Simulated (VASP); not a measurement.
Set up this calculation in VASP 6.6.1, as the native input.

```yaml
Task: single point
Functional: PBE
Potentials_or_basis: VASP PAW PBE potentials, release 64 (Pb_d)
Cutoff: 520 eV
k_mesh: 15 × 15 × 15
Occupations: fermi-dirac, width 0.05 eV
Spin: no spin polarisation
Dipole_correction: no
Further_INCAR_settings: ALGO = Normal; EDIFF = 1e-07; NBANDS = 13
```

The structure of Pb lies in POSCAR:

```
Pb
1.0
    0.0000000000      2.1409179866      2.1409179866
    2.1409179866      0.0000000000      2.1409179866
    2.1409179866      2.1409179866      0.0000000000
Pb
1
Direct
    0.0000000000      0.0000000000      0.0000000000
```

These files were run (other wordings do the same):

INCAR

```
PREC     = Accurate       # precision mode
ENCUT    = 520            # plane-wave cutoff, eV
EDIFF    = 1E-7           # SCF threshold, eV
ISMEAR   = -1             # smearing method
SIGMA    = 0.05           # smearing width, eV
LREAL    = F              # projectors in reciprocal space
LASPH    = T              # aspherical terms in the spheres
NELM     = 60             # most SCF steps
ALGO     = Normal         # electronic algorithm
ISIF     = 2              # what is computed and relaxed
LWAVE    = F              # write WAVECAR
LCHARG   = F              # write CHGCAR
GGA      = PE             # functional
NBANDS   = 13             # bands
```

KPOINTS

```
regular mesh
0
Gamma
  15 15 15
```

Potentials or basis: VASP PAW PBE potentials, release 64 (Pb_d).

Run with:

```sh
$ cat potpaw_PBE.64/Pb_d/POTCAR > POTCAR
$ mpirun -np 1 vasp_std > vasp.out
```

It gave:

- Pressure: 63.9 GPa
- Band gap on the k mesh: zero (bands 7 and 8 overlap by 11.99 eV)

Caveat: the cell stands under pressure; spin-orbit coupling is left out, which moves the levels of the heavy elements.

It took 8 s on 1 thread of Intel(R) Xeon(R) 6975P-C (Granite Rapids), with other jobs on the host, peak memory 0.16 GiB.
